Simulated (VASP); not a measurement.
# AlN (Cmc2_1) in VASP: notebook

Runs on AlN. Level: PBE. Tasks: single point.

Program: VASP 6.6.1. These are calculated values, not measurements. Logs are shortened: lines on timing, memory, paths and dates and some standing lists are left out, and cuts for length are marked.

### Step 1. The cell of the first run

It takes space group Cmc2_1 (No. 36, orthorhombic). The conventional cell has a = 3.111 Å, b = 5.388 Å, c = 4.978 Å, α = 90.00°, β = 90.00°, γ = 90.00°. Within 2.5 Å of Al (site symmetry m) lie 4 N at 1.87 to 1.93 Å. Within 2.5 Å of N (site symmetry m) lie 4 Al at 1.87 to 1.93 Å.

### Step 2. Single point, PBE (mode 4 (239.4 1/cm) frozen in, largest displacement -0.120 Å)

File INCAR:

```
SYSTEM = AlN
  PREC = Accurate
  ENCUT = 520
  EDIFF = 1E-6
  ISMEAR = 0
  SIGMA = 0.05
  LREAL = .FALSE.
  LASPH = .TRUE.
  NELM = 60
  ALGO = Normal
  ISIF = 2
  LWAVE = .FALSE.
  LCHARG = .TRUE.
  GGA = PE
  LELF = .TRUE.
  LVHAR = .TRUE.
  NBANDS = 16
```

File KPOINTS:

```
regular mesh
0
G
  12 12 6
  0 0 0
```

File POSCAR:

```
AlN
1.0
    3.1110021516      0.0000000000      0.0000000000
   -1.5555010758      2.6942068945      0.0000000000
    0.0000000000      0.0000000000      4.9780000000
Al N
2 2
Direct
    0.3556033380      0.7112066759      0.0000000000
    0.6443966620      0.2887933241      0.5000000000
    0.3134723519      0.6269447038      0.3850000000
    0.6865276481      0.3730552962      0.8850000000
```

Potentials or basis: VASP PAW PBE potentials, release 64 (Al, N).

The run is started by

```
$ cat potpaw_PBE.64/Al/POTCAR potpaw_PBE.64/N/POTCAR > POTCAR
$ mpirun -np 1 vasp_std > vasp.out
```

OUTCAR:

```text
SYSTEM = AlN
   PREC = Accurate
   ENCUT = 520
   EDIFF = 1E-6
   ISMEAR = 0
   LREAL = .FALSE.
   LASPH = .TRUE.
   NELM = 60
   ISIF = 2
   GGA = PE

 ion  position               nearest neighbor table
   1  0.356  0.711  0.000-   4 1.87   4 1.89   4 1.89   3 1.93   2 2.94   2 2.94   2 3.15   2 3.15
                             2 3.15   2 3.15
   2  0.644  0.289  0.500-   3 1.87   3 1.89   3 1.89   4 1.93   1 2.94   1 2.94   1 3.15   1 3.15
                             1 3.15   1 3.15
   3  0.313  0.627  0.385-   2 1.87   2 1.89   2 1.89   1 1.93
   4  0.687  0.373  0.885-   1 1.87   1 1.89   1 1.89   2 1.93

  LATTYP: Found a hexagonal cell.
 ALAT       =     3.1110021516
 C/A-ratio  =     1.6001274694

  Lattice vectors:

 A1 = (   3.1110021516,   0.0000000000,   0.0000000000)
 A2 = (  -1.5555010758,   2.6942068945,   0.0000000000)
 A3 = (   0.0000000000,   0.0000000000,   4.9780000000)

Analysis of symmetry for initial positions (statically):
=====================================================================
 Subroutine PRICEL returns:
 Original cell was already a primitive cell.

 Routine SETGRP: Setting up the symmetry group for a
 hexagonal supercell.

 Subroutine GETGRP returns: Found  4 space group operations
 (whereof  2 operations were pure point group operations)
 out of a pool of 24 trial point group operations.

The static configuration has the point symmetry C_1h.
 The point group associated with its full space group is C_2v.

Analysis of symmetry for dynamics (positions and initial velocities):
=====================================================================
 Subroutine PRICEL returns:
 Original cell was already a primitive cell.

 Routine SETGRP: Setting up the symmetry group for a
 hexagonal supercell.

 Subroutine GETGRP returns: Found  4 space group operations
 (whereof  2 operations were pure point group operations)
 out of a pool of 24 trial point group operations.

The dynamic configuration has the point symmetry C_1h.
 The point group associated with its full space group is C_2v.

 Subroutine INISYM returns: Found  4 space group operations
 (whereof  2 operations are pure point group operations),
 and found     1 'primitive' translations

----------------------------------------------------------------------------------------

                                     Primitive cell

  volume of cell :      41.7240

  direct lattice vectors                    reciprocal lattice vectors
     3.111002152  0.000000000  0.000000000     0.321439829  0.185583372  0.000000000
    -1.555501076  2.694206895  0.000000000     0.000000000  0.371166744  0.000000000
     0.000000000  0.000000000  4.978000000     0.000000000  0.000000000  0.200883889

  length of vectors
     3.111002152  3.111002152  4.978000000     0.371166744  0.371166744  0.200883889

  position of ions in fractional coordinates (direct lattice)
     0.355603338  0.711206676  0.000000000
     0.644396662  0.288793324  0.500000000
     0.313472352  0.626944704  0.385000000
     0.686527648  0.373055296  0.885000000

  ion indices of the primitive-cell ions
   primitive index   ion index
                 1           1
                 2           2
                 3           3
                 4           4

----------------------------------------------------------------------------------------

 KPOINTS: regular mesh

Automatic generation of k-mesh.
 Grid dimensions read from file:
 generate k-points for:   12   12    6

 Generating k-lattice:

  Cartesian coordinates                     Fractional coordinates (reciprocal lattice)
     0.026786652  0.015465281  0.000000000     0.083333333  0.000000000  0.000000000
     0.000000000  0.030930562  0.000000000     0.000000000  0.083333333  0.000000000
     0.000000000  0.000000000  0.033480648     0.000000000  0.000000000  0.166666667

  Length of vectors
     0.030930562  0.030930562  0.033480648

  Shift w.r.t. Gamma in fractional coordinates (k-lattice)
     0.000000000  0.000000000  0.000000000

 Subroutine IBZKPT returns following result:
 ===========================================

 Found    172 irreducible k-points:

 Following reciprocal coordinates:
            Coordinates               Weight
  0.000000  0.000000  0.000000      1.000000
  0.083333  0.000000  0.000000      4.000000
  0.000000  0.083333  0.000000      2.000000
  0.166667 -0.000000  0.000000      4.000000
  0.000000  0.166667  0.000000      2.000000
  0.250000 -0.000000  0.000000      4.000000
[... 16 lines left out ...]
 -0.083333  0.416667  0.000000      4.000000
 -0.416667  0.333333  0.000000      4.000000
 [... further k-points ...]
   k-points           NKPTS =    172   k-points in BZ     NKDIM =    172   number of bands    NBANDS=     16
   number of dos      NEDOS =    301   number of ions     NIONS =      4
   total plane-waves  NPLWV =  23040
   dimension x,y,z NGX =    24 NGY =   24 NGZ =   40
   dimension x,y,z NGXF=    48 NGYF=   48 NGZF=   80
   ions per type =               2   2
   NGX,Y,Z   is equivalent  to a cutoff of  12.83, 12.83, 13.36 a.u.
   NGXF,Y,Z  is equivalent  to a cutoff of  25.65, 25.65, 26.72 a.u.
 SYSTEM =  AlN
   PREC   = accura    normal or accurate (medium, high low for compatibility)
   ISTART =      0    job   : 0-new  1-cont  2-samecut
   ICHARG =      2    charge: 1-file 2-atom 10-const
   ISPIN  =      1    spin polarized calculation?
   LNONCOLLINEAR =      F non collinear calculations
   LSORBIT =      F    spin-orbit coupling
   LASPH  =      T    aspherical Exc in radial PAW
   ENCUT  =  520.0 eV  38.22 Ry    6.18 a.u.   5.78  5.78  9.26*2*pi/ulx,y,z
   NELM   =     60;   NELMIN=  2; NELMDL= -5     # of ELM steps
   EDIFF  = 0.1E-05   stopping-criterion for ELM
   LREAL  =      F    real-space projection
   EDIFFG = 0.1E-04   stopping-criterion for IOM
   NSW    =      0    number of steps for IOM
   IBRION =     -1    ionic relax: 0-MD 1-quasi-New 2-CG
   NFREE  =      0    steps in history (QN), initial steepest desc. (CG)
   ISIF   =      2    stress and relaxation
   ISYM   =      2    0-nonsym 1-usesym 2-fastsym
   POTIM  = 0.5000    time-step for ionic-motion
   TEBEG  =    0.0;   TEEND  =   0.0 temperature during run
   PSTRESS=    0.0 pullay stress
   NELECT =      16.0000    total number of electrons
   NUPDOWN=      -1.0000    fix difference up-down
   EMIN   =  10.00;   EMAX   =-10.00  energy-range for DOS
   EFERMI =   0.00;   METHOD = LEGACY
   ISMEAR =     0;   SIGMA  =   0.05  broadening in eV -4-tet -1-fermi 0-gaus
   EFERMI_NEDOS =   21; number of points for ismear=-14 and -15
   IALGO  =     38    algorithm
   IMIX   =      4    mixing-type and parameters
     AMIX     =   0.40;   BMIX     =  1.00
     AMIX_MAG =   1.60;   BMIX_MAG =  1.00
  volume/ion in A,a.u.               =      10.43        70.39
  Fermi-wavevector in a.u.,A,eV,Ry     =   1.189377  2.247596 19.247033  1.414617
  Thomas-Fermi vector in A             =   2.325485
   LORBIT       =      0    0 simple, 1 ext, 2 COOP (PROOUT), +10 PAW based schemes
   GGA     = PE    functional components
   LHFCALC =     F    Hartree Fock is set to
   AEXX    =    0.0000 exact exchange contribution
   IVDW    =     0    specifies the selected vdW correction
   LEPSILON=     F    determine dielectric tensor
   LRPA    =     F    only Hartree local field effects (RPA)
 non-spin polarized calculation
 Gauss-broadening in eV      SIGMA  =   0.05
  energy-cutoff  :      520.00
  volume of cell :       41.72
 maximum number of plane-waves:      1152
   NGX = 11   NGY = 11   NGZ = 19

 number of electron      15.9999998 magnetization

 Free energy of the ion-electron system (eV)
  ---------------------------------------------------
  ext. energy  EPLUGINS =         0.00000000
  ---------------------------------------------------
  free energy    TOTEN  =       -29.64855876 eV

  energy without entropy =      -29.64855876  energy(sigma->0) =      -29.64855876

 E-fermi :   6.5683     XC(G=0): -10.9226

 val. band max:        6.3128971693   @ k =   0.0000   0.0000   0.0000
 cond. band min:      10.3095234527   @ k =   0.0000   0.0000   0.0000
 fundamental gap:      3.9966262834
 Fermi energy:         6.5682613345

 k-point     1 :       0.0000    0.0000    0.0000
  band No.  band energies     occupation
      1      -9.0183      2.00000
      2      -6.8614      2.00000
      3       0.2067      2.00000
      4       5.2493      2.00000
      5       5.3267      2.00000
      6       5.7333      2.00000
[... 8 lines left out ...]
     15      19.4639      0.00000
     16      19.7157      0.00000

 k-point     2 :       0.0833    0.0000    0.0000
  band No.  band energies     occupation
      1      -8.9292      2.00000
      2      -6.8117      2.00000
      3       0.3129      2.00000
      4       4.8697      2.00000
      5       5.1811      2.00000
      6       5.5159      2.00000
[... 8 lines left out ...]
     15      19.3096      0.00000
     16      19.6020      0.00000

 k-point     3 :       0.0000    0.0833    0.0000
  band No.  band energies     occupation
      1      -8.9300      2.00000
      2      -6.8087      2.00000
      3       0.3108      2.00000
      4       4.8585      2.00000
      5       5.1481      2.00000
      6       5.3866      2.00000
[... 8 lines left out ...]
     15      19.4063      0.00000
     16      19.7327      0.00000

 k-point     4 :       0.1667   -0.0000    0.0000
  band No.  band energies     occupation
      1      -8.6692      2.00000
      2      -6.6764      2.00000
      3       0.6267      2.00000
      4       3.9071      2.00000
      5       4.6343      2.00000
      6       4.9249      2.00000
[... 8 lines left out ...]
     15      18.8031      0.00000
     16      19.2366      0.00000
[... 324 lines left out ...]
 k-point    22 :       0.3333    0.0833    0.0000
  band No.  band energies     occupation
      1      -7.4605      2.00000
      2      -6.3105      2.00000
      3       1.4364      2.00000
      4       2.1448      2.00000
      5       2.3915      2.00000
      6       4.0403      2.00000
[... 8 lines left out ...]
     15      18.6922      0.00000
     16      21.3019      0.00000

 k-point    23 :      -0.0833    0.4167    0.0000
  band No.  band energies     occupation
      1      -7.5076      2.00000
      2      -6.2137      2.00000
      3       1.0327      2.00000
      4       2.1273      2.00000
      5       2.5733      2.00000
      6       4.0288      2.00000
[... 8 lines left out ...]
     15      19.1719      0.00000
     16      20.7591      0.00000

 k-point    24 :      -0.4167    0.3333    0.0000
  band No.  band energies     occupation
      1      -7.4484      2.00000
      2      -6.3341      2.00000
      3       1.4522      2.00000
      4       2.2062      2.00000
      5       2.4590      2.00000
      6       3.9451      2.00000
[... 8 lines left out ...]
     15      18.3538      0.00000
     16      20.9751      0.00000

 [... further k-points ...]
[... 5 lines left out ...]
  --------------------------------------------------------------------------------------
  -------------------------------------------------------------------------------------
  Total        1.2822497      0.6767279      0.7613141      0.0000000      0.0000000      0.0000000
  in kB       49.2376174     25.9859457     29.2340026      0.0000000      0.0000000      0.0000000
  external PRESSURE =      34.8191885 kB  Pullay stress =       0.0000000 kB

 VOLUME and BASIS-vectors are now :
 -----------------------------------------------------------------------------
  energy-cutoff  :      520.00
  volume of cell :       41.72
      direct lattice vectors                 reciprocal lattice vectors
     3.111002152  0.000000000  0.000000000     0.321439829  0.185583372  0.000000000
    -1.555501076  2.694206895  0.000000000     0.000000000  0.371166744  0.000000000
     0.000000000  0.000000000  4.978000000     0.000000000  0.000000000  0.200883889

 POSITION                                       TOTAL-FORCE (eV/Angst)
 -----------------------------------------------------------------------------------
      0.00000      1.91614      0.00000         0.000000     -0.746190      0.264566
      1.55550      0.77807      2.48900         0.000000      0.746190      0.264566
      0.00000      1.68912      1.91653        -0.000000      0.291057     -0.264566
      1.55550      1.00509      4.40553         0.000000     -0.291057     -0.264566
 -----------------------------------------------------------------------------------
    total drift:                                0.000000      0.000000      0.000464

  FREE ENERGIE OF THE ION-ELECTRON SYSTEM (eV)
  ---------------------------------------------------
  free  energy   TOTEN  =       -29.6485587649 eV

  energy  without entropy=      -29.6485587649  energy(sigma->0) =      -29.64855876
```

It took 29 s on 1 thread of Intel Xeon 6975P-C (Granite Rapids), shared host; peak memory 0.22 GiB.

What came out:

```
Free energy            : -29.6486 eV
Pressure               : 3.5 GPa
Largest force          : 0.792 eV/Å
Band gap on the k mesh : 4.00 eV, direct
```

Forces in eV/Å, atoms in the order of the input:
```
Al   0.000 -0.746  0.265
Al   0.000  0.746  0.265
N    0.000  0.291 -0.265
N    0.000 -0.291 -0.265
```

Levels at points of the mesh, in eV from the valence-band top:
```csv
k point,band 6,band 7,band 8,band 9,band 10,band 11
"(0.00, 0.00, 0.00)",-0.58,-0.20,0.00,4.00,6.50,10.32
"(0.50, 0.00, 0.00)",-2.26,-2.02,-0.93,5.59,6.04,7.99
"(0.00, 0.50, 0.00)",-2.22,-1.40,-0.78,4.91,5.88,7.86
"(0.00, 0.00, 0.50)",-0.76,-0.65,-0.65,6.26,6.26,10.12
"(0.50, 0.00, 0.50)",-1.74,-1.24,-1.24,5.02,5.02,9.07
"(0.00, 0.50, 0.50)",-1.63,-1.58,-1.58,5.35,5.35,8.85
```

Caveat: the cell differs from its parent crystal (mode 4 (239.4 1/cm) frozen in, largest displacement -0.120 Å).

### Step 3. Single point, PBE (mode 4 (239.4 1/cm) frozen in, largest displacement +0.090 Å)

File INCAR:

```
SYSTEM = AlN
  ALGO = Normal
  EDIFF = 1E-6
  ENCUT = 520
  GGA = PE
  ISIF = 2
  ISMEAR = 0
  LASPH = .TRUE.
  LCHARG = .FALSE.
  LREAL = .FALSE.
  LWAVE = .FALSE.
  NBANDS = 16
  NELM = 60
  PREC = Accurate
  SIGMA = 0.05
```

File KPOINTS:

```
k-points
0
G
  12 12 6
  0 0 0
```

File POSCAR:

```
AlN
1.0
    3.1110021516      0.0000000000      0.0000000000
   -1.5555010758      2.6942068945      0.0000000000
    0.0000000000      0.0000000000      4.9780000000
Al N
2 2
Direct
    0.3166308299      0.6332616597      0.0000000000
    0.6833691701      0.3667383403      0.5000000000
    0.3482290694      0.6964581388      0.3850000000
    0.6517709306      0.3035418612      0.8850000000
```

Potentials or basis: VASP PAW PBE potentials, release 64 (Al, N).

The run is started by

```
$ cat potpaw_PBE.64/Al/POTCAR potpaw_PBE.64/N/POTCAR > POTCAR
$ mpirun -np 1 vasp_std > vasp.out
```

Wall time 29 s (1 thread of Intel Xeon 6975P-C (Granite Rapids), shared host); peak memory 0.22 GiB.

It converged, with:

- Free energy: -29.7040 eV
- Pressure: 3.6 GPa
- Largest force: 0.527 eV/Å
- Band gap on the k mesh: 4.07 eV, direct

Forces in eV/Å, atoms in the order of the input:
```
Al   0.000  0.475  0.229
Al   0.000 -0.475  0.229
N    0.000 -0.257 -0.229
N    0.000  0.257 -0.229
```

Stress tensor (GPa, compression positive):
```
4.13 0.00 0.00
0.00 4.01 0.00
0.00 0.00 2.67
```

Levels at points of the mesh, in eV from the valence-band top:
```csv
k point,band 5,band 6,band 7,band 8,band 9,band 10,band 11,band 12
"(0.00, 0.00, 0.00)",-0.95,-0.47,-0.23,0.00,4.07,6.56,10.43,10.77
"(0.50, 0.00, 0.00)",-3.51,-2.20,-1.64,-0.82,5.45,5.81,7.91,10.02
"(0.00, 0.50, 0.00)",-3.20,-2.23,-2.14,-0.86,5.55,6.26,8.24,10.05
"(0.00, 0.00, 0.50)",-0.71,-0.71,-0.64,-0.64,6.34,6.34,10.20,10.20
"(0.50, 0.00, 0.50)",-1.68,-1.68,-1.38,-1.38,5.26,5.26,9.03,9.03
"(0.00, 0.50, 0.50)",-1.62,-1.62,-1.28,-1.28,5.07,5.07,9.13,9.13
```

Caveat: the cell differs from its parent crystal (mode 4 (239.4 1/cm) frozen in, largest displacement +0.090 Å).
